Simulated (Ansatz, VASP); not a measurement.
**One calculation of Ta2Si, two programs**

INCAR

```
  PREC = Accurate
  ENCUT = 520
  EDIFF = 1E-7
  ISMEAR = 0
  SIGMA = 0.15
  LREAL = False
  LASPH = True
  NELM = 60
  ALGO = Fast
  ISIF = 2
  LWAVE = False
  LCHARG = False
  GGA = PS
  NBANDS = 35
```

File KPOINTS:

```
Automatic mesh
0
Gamma
  12 12 12
```

POSCAR

```
Ta2Si
1.0
   -3.3138468571      3.3138468571      2.3183074125
    3.3138468571     -3.3138468571      2.3183074125
    3.3138468571      3.3138468571     -2.3183074125
Ta Si
4 2
Direct
    0.6630661939      0.8369338061      0.5000000000
    0.8369338061      0.3369338061      0.1738676123
    0.3369338061      0.1630661939      0.5000000000
    0.1630661939      0.6630661939      0.8261323878
    0.2500000000      0.2500000000      0.0000000000
    0.7500000000      0.7500000000      0.0000000000
```

Input for Ansatz:

```yaml
crystal:
  lattice:
    - [-3.3138468571, 3.3138468571, 2.3183074125]
    - [3.3138468571, -3.3138468571, 2.3183074125]
    - [3.3138468571, 3.3138468571, -2.3183074125]
  atoms:
    - { symbol: Ta, position: [0.6630661939, 0.8369338061, 0.5] }
    - { symbol: Ta, position: [0.8369338061, 0.3369338061, 0.1738676123] }
    - { symbol: Ta, position: [0.3369338061, 0.1630661939, 0.5] }
    - { symbol: Ta, position: [0.1630661939, 0.6630661939, 0.8261323878] }
    - { symbol: Si, position: [0.25, 0.25, 0.0] }
    - { symbol: Si, position: [0.75, 0.75, 0.0] }
basis:
  ecutwfc: 420
kpoints:
  mp_grid: { grid: [12, 12, 12] }
hamiltonian:
  xc: pbesol
scf:
  occupations: { method: gaussian, width: 0.15 }
output:
  forces: true
  stress: true
  eigenvalues: true
```

Change from the starting cell: strain +0.080 along x and y, -0.080 along z, atoms carried along.

Alike in both runs: task single point; functional PBEsol; k mesh 12 × 12 × 12; occupations gaussian, width 0.15 eV; no spin polarisation.

```csv
,VASP,Ansatz
version,VASP 6.6.1,Ansatz 0.2.0
potentials or method,"VASP PAW PBE potentials, release 64 (Ta_pv, Si), cutoff 520 eV","scalar-relativistic, plane waves, PAW"
valence electrons in the cell,52,60
```

```tsv
	VASP	Ansatz	Ansatz less VASP
gap on the k mesh at the Fermi level (eV)	none	none	-
pressure (GPa)	-10.7	-10.9	-0.15
traceless stress, the component that is largest in VASP (GPa)	24.40	24.44	+0.038
rms of the force components (eV/Å)	0.006	0.007	+0.0015
```

VASP's potentials were made for PBE, not for PBEsol. Atom by atom the forces differ by 0.002 eV/Å (rms over components). A gap of «none» marks a metal or a gap that the smearing closes. With one functional, cell and mesh, what is left measures potentials, basis and numerics. VASP's potentials hold 52 valence electrons a cell and Ansatz's 60, so a difference there can come from the potentials and not from the codes.

Spin-orbit coupling is off throughout.
